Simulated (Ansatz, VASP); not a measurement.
One calculation of SnSe, two programs

```
Sn Se
1.0
     0.00000    3.08733    3.08733
     3.08733    0.00000    3.08733
     3.08733    3.08733    0.00000
Sn Se
1 1
Direct
  0.00000 0.00000 0.00000
  0.25000 0.25000 0.25000
```

Change from the starting cell: volume scaled by 0.8, LAPW.

Alike in both runs: task single point; functional PBEsol; k mesh 12 × 12 × 12; occupations fermi-dirac, width 0.08 eV; no spin polarisation.

|  | VASP | Ansatz |
| --- | --- | --- |
| version | VASP 6.6.1 | Ansatz 0.2.0 |
| potentials or method | VASP PAW PBE potentials, release 64 (Sn_d, Se), cutoff 520 eV | all-electron LAPW, scalar-relativistic |

|  | VASP | Ansatz | Ansatz less VASP |
| --- | --- | --- | --- |
| pressure (GPa) | 10.7 | 10.6 | -0.04 |

VASP's potentials were made for PBE, not for PBEsol. Ansatz ran all-electron here, and VASP with PAW potentials.
